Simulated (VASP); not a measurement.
A run of VASP 6.6.1 is set up as follows.

Contents of INCAR:

```
ALGO = Normal ; EDIFF = 1E-6
EDIFFG = -0.02 ; ENCUT = 600
GGA = CA ; IBRION = 2
ISIF = 3 ; ISMEAR = -1
LASPH = True ; LCHARG = False
LREAL = False ; LWAVE = False
NELM = 60 ; NSW = 80
PREC = Accurate ; SIGMA = 0.05
```

File KPOINTS:

```
k-points
0
Gamma
  6 6 6
```

File POSCAR:

```
TiRh3
1.0
    3.7706273046      0.0000000000      0.0000000000
    0.0000000000      3.7706273046      0.0000000000
    0.0000000000      0.0000000000      3.7706273046
Ti Rh
1 3
Direct
    0.0000000000      0.0000000000      0.0000000000
    0.0000000000      0.5000000000      0.5000000000
    0.5000000000      0.0000000000      0.5000000000
    0.5000000000      0.5000000000      0.0000000000
```

Potentials or basis: VASP PAW LDA potentials, release 64 (Ti_sv, Rh_pv).

The run is started by

```console
$ cat potpaw_LDA.64/Ti_sv/POTCAR potpaw_LDA.64/Rh_pv/POTCAR > POTCAR
$ mpirun -np 1 vasp_std > vasp.out
```

Question: What does it give for the relaxed volume?

Answer: 13.44 Å³/atom.

Question: What does it give for the relaxed cell?

Answer: a = 3.774 Å, b = 3.774 Å, c = 3.774 Å, α = 90.00°, β = 90.00°, γ = 90.00°.

Question: Estimate the space group after relaxing (to 0.05 Å).

Answer: Pm-3m (No. 221).

The path:
| step | energy change (eV) | largest force (eV/Å) | pressure (GPa) | volume (Å³) |
| --- | --- | --- | --- | --- |
| 1 | 0.0000 | 0.0000 | 0.69 | 53.61 |
| 2 | 0.0013 | 0.0000 | -1.58 | 54.06 |
| 3 | -0.0003 | 0.0000 | 0.02 | 53.74 |
